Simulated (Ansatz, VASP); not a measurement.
## Two plane-wave programs on TePb

File POSCAR:

```
TePb
1.0
    0.0000000000      3.2943690292      3.2943690292
    3.2943690292      0.0000000000      3.2943690292
    3.2943690292      3.2943690292      0.0000000000
Pb Te
1 1
Direct
    0.0000000000      0.0000000000      0.0000000000
    0.5000000000      0.5000000000      0.5000000000
```

The input INCAR.step1:

```
PREC = Accurate
ENCUT = 520
EDIFF = 1E-5
ISMEAR = -1
SIGMA = 0.05
LREAL = False
LASPH = True
NELM = 100
ALGO = Normal
ISIF = 2
LWAVE = True
GGA = PE
NBANDS = 17
```

The input INCAR.step2:

```
PREC = Accurate
ENCUT = 520
EDIFF = 1E-7
ISMEAR = -1
SIGMA = 0.05
LREAL = False
LASPH = True
NELM = 100
ALGO = Normal
ISIF = 2
LWAVE = False
LCHARG = True
GGA = PE
LHFCALC = True
AEXX = 0.25
HFSCREEN = 0.3
PRECFOCK = Normal
LELF = True
LVHAR = True
ISTART = 1
NBANDS = 17
```

The input KPOINTS:

```
Automatic mesh
0
Gamma
  4 4 4
```

The input input.yaml:

```yaml
crystal:
  lattice:
    - [0.0, 3.2943690292, 3.2943690292]
    - [3.2943690292, 0.0, 3.2943690292]
    - [3.2943690292, 3.2943690292, 0.0]
  atoms:
    - { symbol: Pb, position: [0.0, 0.0, 0.0] }
    - { symbol: Te, position: [0.5, 0.5, 0.5] }
hamiltonian:
  xc: { exchange: pbe, correlation: pbe, exx: { coeff: 0.25, omega: 0.3 } }
  pseudopotentials: { kind: paw }
kpoints:
  mp_grid: { grid: [4, 4, 4] }
scf:
  occupations: { method: fermi_dirac, width: 0.05 }
output:
  forces: true
  stress: true
  eigenvalues: true
```

Alike in both runs: task single point; functional PBE-based screened hybrid with a share of 0.25 of exact exchange and HFSCREEN = 0.3; k mesh 4 × 4 × 4; occupations fermi-dirac, width 0.05 eV; no spin polarisation.

|  | VASP | Ansatz |
| --- | --- | --- |
| version | VASP 6.6.1 | Ansatz 0.2.0 |
| potentials or method | VASP PAW PBE potentials, release 64 (Pb_d, Te) | Ansatz PAW |
| plane-wave cutoff (eV) | 520 | 420 |
| valence electrons in the cell | 20 | 30 |

```tsv
	VASP	Ansatz	Ansatz less VASP
gap on the k mesh at the Fermi level (eV)	1.10	1.13	+0.034
least direct gap on the mesh (eV)	1.10	1.13	+0.034
pressure (GPa)	-1.3	-1.2	+0.15
```

VASP's potentials were made for PBE, not for PBE-based screened hybrid. With one functional, cell and mesh, what is left measures potentials, basis and numerics. VASP's potentials hold 20 valence electrons a cell and Ansatz's 30, so a difference there can come from the potentials and not from the codes.

Neither program's run includes spin-orbit coupling.
